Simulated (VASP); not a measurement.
Rh:

```
Rh
1.0
     0.00000    1.89785    1.89785
     1.89785    0.00000    1.89785
     1.89785    1.89785    0.00000
Rh
1
Direct
  0.00000 0.00000 0.00000
```

```yaml
Program: VASP 6.6.1
Task: relaxation of cell and atoms
Functional: PBEsol
Potentials_or_basis: VASP PAW PBE potentials, release 64 (Rh_pv)
Cutoff: 500 eV
k_mesh: 10 × 10 × 10
Occupations: methfessel-paxton, width 0.1 eV
Spin: no spin polarisation
```

At the start: pressure -3.7 GPa; volume 13.67 Å³/atom.

**Question.** How do energy, volume and symmetry change on relaxing?

**Answer.** Over 3 steps the energy falls by 2.1 meV/atom and the volume is 13.50 Å³/atom (-1.3 %); space group Fm-3m (No. 225, to 0.1 Å) before and after.

The path:
| step | energy change (eV) | largest force (eV/Å) | pressure (GPa) | volume (Å³) |
| --- | --- | --- | --- | --- |
| 1 | 0.0000 | 0.0000 | -3.71 | 13.67 |
| 2 | 0.0122 | 0.0000 | 10.75 | 13.05 |
| 3 | -0.0021 | 0.0000 | -0.03 | 13.50 |

Final structure:
```yaml
crystal:
  lattice:
    - [0.00000, 1.88976, 1.88976]
    - [1.88976, 0.00000, 1.88976]
    - [1.88976, 1.88976, 0.00000]
  atoms:
    - { symbol: Rh, position: [0.00000, 0.00000, 0.00000] }
```

Caveat: the PAW data sets were made with another functional, which shifts forces and pressure a little.
